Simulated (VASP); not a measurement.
Input of a VASP 6.6.1 run:

File INCAR:

```
SYSTEM = Al12C
PREC = Accurate
ENCUT = 520
EDIFF = 1E-7
ISMEAR = 0
SIGMA = 0.1
LREAL = .FALSE.
LASPH = .TRUE.
NELM = 100
ALGO = Normal
ISIF = 2
LWAVE = .FALSE.
LCHARG = .FALSE.
LDIPOL = .TRUE.
IDIPOL = 3
DIPOL = 0.5 0.5 0.326
GGA = PE
NBANDS = 32
```

File KPOINTS:

```
Automatic mesh
0
G
  6 6 1
  0 0 0
```

POSCAR

```
Al12C
1.0
    5.7135165837      0.0000000000      0.0000000000
   -2.8567582918      4.9480505064      0.0000000000
    0.0000000000      0.0000000000     20.1013782189
Al C
12 1
Direct
    0.3333333333      0.1666666667      0.1989913307
    0.3333333333      0.6666666667      0.1989913307
    0.8333333333      0.1666666667      0.1989913307
    0.8333333333      0.6666666667      0.1989913307
    0.1666666667      0.3333333333      0.3134471524
    0.1666666667      0.8333333333      0.3134471524
    0.6666666667      0.3333333333      0.3134471524
    0.6666666667      0.8333333333      0.3134471524
    0.0000000000      0.0000000000      0.4278999243
    0.0000000000      0.5000000000      0.4278999243
    0.5000000000      0.0000000000      0.4278999243
    0.5000000000      0.5000000000      0.4278999243
    0.1666666667      0.3333333333      0.4761414642
```

Potentials or basis: VASP PAW PBE potentials, release 64 (Al, C).

Command:

```console
$ cat potpaw_PBE.64/Al/POTCAR potpaw_PBE.64/C/POTCAR > POTCAR
$ mpirun -np 1 vasp_std > vasp.out
```

(1) Predict the band gap on the k mesh.

(2) Estimate the largest force.

## Answers

(1) zero (bands 20 and 21 overlap by 0.31 eV).

(2) 1.063 eV/Å.
